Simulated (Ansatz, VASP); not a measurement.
**LiCl: VASP beside Ansatz**

INCAR

```
PREC = Accurate
ENCUT = 520
EDIFF = 1E-6
ISMEAR = 0
SIGMA = 0.05
LREAL = False
LASPH = True
NELM = 100
ALGO = Normal
ISIF = 2
LWAVE = False
LCHARG = True
GGA = PE
LELF = True
LVHAR = True
NBANDS = 12
```

File KPOINTS:

```
regular mesh
0
Gamma
  8 8 8
```

File POSCAR:

```
LiCl
1.0
    0.0000000000      2.5647600000      2.7699408000
    2.5647600000      0.0000000000      2.7699408000
    2.5647600000      2.5647600000      0.0000000000
Li Cl
1 1
Direct
    0.0000000000      0.0000000000      0.0000000000
    0.5000000000      0.5000000000      0.5000000000
```

Input for Ansatz:

```yaml
crystal:
  lattice:
    - [0.0, 2.56476, 2.7699408]
    - [2.56476, 0.0, 2.7699408]
    - [2.56476, 2.56476, 0.0]
  atoms:
    - { symbol: Li, position: [0.0, 0.0, 0.0] }
    - { symbol: Cl, position: [0.5, 0.5, 0.5] }
basis:
  ecutwfc: 420
kpoints:
  mp_grid: { grid: [8, 8, 8] }
hamiltonian:
  xc: pbe
scf:
  occupations: { method: gaussian, width: 0.05 }
output:
  forces: true
  stress: true
  eigenvalues: true
```

Change from the starting cell: strain +0.000 along x and y, +0.080 along z, atoms carried along.

Alike in both runs: task single point; functional PBE; k mesh 8 × 8 × 8; occupations gaussian, width 0.05 eV; no spin polarisation.

|  | VASP | Ansatz |
| --- | --- | --- |
| version | VASP 6.6.1 | Ansatz 0.2.0 |
| potentials or method | VASP PAW PBE potentials, release 64 (Li_sv, Cl), cutoff 520 eV | scalar-relativistic, plane waves, PAW |
| valence electrons in the cell | 10 | 10 |

|  | VASP | Ansatz | Ansatz less VASP |
| --- | --- | --- | --- |
| gap on the k mesh at the Fermi level (eV) | 5.84 | 5.83 | -0.012 |
| least direct gap on the mesh (eV) | 5.84 | 5.83 | -0.012 |

Noted on VASP's run: the cutoff is short for stress, so the pressure is rough.
